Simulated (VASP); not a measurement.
A run of VASP 6.6.1:

The input INCAR:

```
  PREC = Accurate
  ENCUT = 520
  EDIFF = 1E-6
  ISMEAR = -1
  SIGMA = 0.05
  LREAL = False
  LASPH = True
  NELM = 150
  ALGO = Normal
  ISIF = 2
  LWAVE = False
  LCHARG = False
  ISPIN = 2
  MAGMOM = 4
  LORBIT = 11
  LMAXMIX = 4
  LDIPOL = True
  IDIPOL = 3
  DIPOL = 0.5 0.5 0.294
  GGA = CA
  NBANDS = 16
```

Contents of KPOINTS:

```
regular mesh
0
Gamma
  10 10 1
```

Contents of POSCAR:

```
Mn
1.0
    2.6143200000      0.0000000000      0.0000000000
    0.0000000000      2.6143200000      0.0000000000
    0.0000000000      0.0000000000     23.8000000000
Mn
1
Direct
    0.0000000000      0.0000000000      0.2941200000
```

Potentials or basis: VASP PAW LDA potentials, release 64 (Mn_pv).

Command:

```console
$ cat potpaw_LDA.64/Mn_pv/POTCAR > POTCAR
$ mpirun -np 1 vasp_std > vasp.out
```

Hardware: 1 thread of Intel(R) Xeon(R) 6975P-C (Granite Rapids) (shared host).

Question: Estimate the wall time of this run.

Answer: It took 77 s on 1 thread of Intel(R) Xeon(R) 6975P-C (Granite Rapids), on a shared host, peak memory 0.26 GiB. Counts: scf iterations 25, k points 21.
